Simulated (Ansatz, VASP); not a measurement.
# Two plane-wave programs on KMo

Contents of INCAR:

```
SYSTEM = KMo
  PREC = Accurate
  ENCUT = 600
  EDIFF = 1E-6
  ISMEAR = 0
  SIGMA = 0.1
  LREAL = .False.
  LASPH = .True.
  NELM = 100
  ALGO = Fast
  ISIF = 3
  LWAVE = .False.
  LCHARG = .False.
  GGA = PE
  IBRION = 2
  NSW = 100
  EDIFFG = -0.01
```

File KPOINTS:

```
regular mesh
0
Gamma
  14 14 14
  0 0 0
```

Contents of POSCAR:

```
KMo
1.0
    3.7503554983      0.0000000000      0.0000000000
    0.0000000000      3.7503554983      0.0000000000
    0.0000000000      0.0000000000      3.7503554983
K Mo
1 1
Direct
    0.0000000000      0.0000000000      0.0000000000
    0.5000000000      0.5000000000      0.5000000000
```

Input for Ansatz:

```yaml
crystal:
  lattice:
    - [3.7503554983, 0.0, 0.0]
    - [0.0, 3.7503554983, 0.0]
    - [0.0, 0.0, 3.7503554983]
  atoms:
    - { symbol: K, position: [0.0, 0.0, 0.0] }
    - { symbol: Mo, position: [0.5, 0.5, 0.5] }
basis:
  ecutwfc: 420
kpoints:
  mp_grid: { grid: [14, 14, 14] }
hamiltonian:
  xc: pbe
scf:
  occupations: { method: gaussian, width: 0.1 }
output:
  forces: true
  stress: true
  eigenvalues: true
relax:
  adjacent_minimum: "off"
  f_tol: 0.01
  max_steps: 80
  cell: { stress_tol: 0.05 }
```

Alike in both runs: task relaxation of cell and atoms; functional PBE; k mesh 14 × 14 × 14; occupations gaussian, width 0.1 eV; no spin polarisation.

|  | VASP | Ansatz |
| --- | --- | --- |
| version | VASP 6.6.1 | Ansatz 0.2.0 |
| potentials or method | VASP PAW PBE potentials, release 64 (K_sv, Mo_sv), cutoff 600 eV | scalar-relativistic, plane waves, PAW |
| valence electrons in the cell | 23 | 23 |

Ansatz gave:

* gap on the k mesh at the Fermi level, each at its own relaxed structure (eV): none
* relaxed volume (Å³/atom): 25.78
* relaxed cell length with the largest relative difference (Å): 3.722

Problem. Which values does VASP return?

Solution. gap on the k mesh at the Fermi level, each at its own relaxed structure (eV): none; relaxed volume (Å³/atom): 25.92; relaxed cell length with the largest relative difference (Å): 3.729.

A gap of «none» marks a metal or a gap that the smearing closes.
